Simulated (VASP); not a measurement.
Wanted: the native input for a VASP 6.6.1 run.

- Task: single point
- Functional: r2SCAN
- Potentials or basis: VASP PAW PBE potentials, release 64 (Ti_sv)
- Cutoff: 520 eV
- k mesh: 16 × 16 × 5
- Occupations: fermi-dirac, width 0.05 eV
- Spin: collinear spin
- Starting moments: [0.197, 0.197, -0.129, -0.129] μB
- Dipole correction: no
- Further INCAR settings: ALGO = Normal; EDIFF = 1e-06; NBANDS = 36

The system is Ti.

```
Ti
1.0
     2.89037    0.00000    0.00000
    -1.44519    2.50314    0.00000
     0.00000    0.00000    9.25177
Ti
4
Direct
  0.00000 0.00000 0.00000
  0.00000 0.00000 0.50000
  0.33333 0.66667 0.25000
  0.66667 0.33333 0.75000
```

One way to write it, as run:

POSCAR

```
Ti
1.0
    2.8903735483      0.0000000000      0.0000000000
   -1.4451867741      2.5031369193      0.0000000000
    0.0000000000      0.0000000000      9.2517654226
Ti
4
Direct
    0.0000000000      0.0000000000      0.0000000000
    0.0000000000      0.0000000000      0.5000000000
    0.3333333333      0.6666666667      0.2500000000
    0.6666666667      0.3333333333      0.7500000000
```

INCAR.step1

```
PREC = Accurate
ENCUT = 520
ISMEAR = -1
SIGMA = 0.05
LREAL = F
LASPH = T
NELM = 150
ISPIN = 2
MAGMOM = 0.197 0.197 -0.129 -0.129
LMAXMIX = 4
NBANDS = 36
GGA = PE
ALGO = Normal
EDIFF = 1E-4
LWAVE = T
LCHARG = F
```

INCAR.step2

```
PREC = Accurate
ENCUT = 520
EDIFF = 1E-6
ISMEAR = -1
SIGMA = 0.05
LREAL = F
LASPH = T
NELM = 150
ALGO = Normal
ISIF = 2
LWAVE = F
LCHARG = F
ISPIN = 2
MAGMOM = 0.197 0.197 -0.129 -0.129
LORBIT = 11
LMAXMIX = 4
METAGGA = R2SCAN
LMIXTAU = T
NBANDS = 36
ISTART = 1
```

KPOINTS

```
Automatic mesh
0
Gamma
  16 16 5
```

Potentials or basis: VASP PAW PBE potentials, release 64 (Ti_sv).

Command:

```console
$ cat potpaw_PBE.64/Ti_sv/POTCAR > POTCAR
$ cp INCAR.step1 INCAR
$ mpirun -np 1 vasp_std > vasp.out
$ cp INCAR.step2 INCAR
$ mpirun -np 1 vasp_std > vasp.out
```

It gave:

| Item | Value |
| --- | --- |
| Pressure | 5.3 GPa |
| Band gap on the k mesh | zero (filled and empty bands overlap) |
| Net moment | 0.00 μB per cell |
| Valence electrons inside the program's atomic spheres | Ti 10.26 |

Caveat: the cell stands under pressure; the PAW data sets were made with another functional, which shifts forces and pressure a little.

Wall time 39 min on 1 thread of Oxide Virtual Turin-like Processor, on a shared host, peak memory 0.41 GiB.
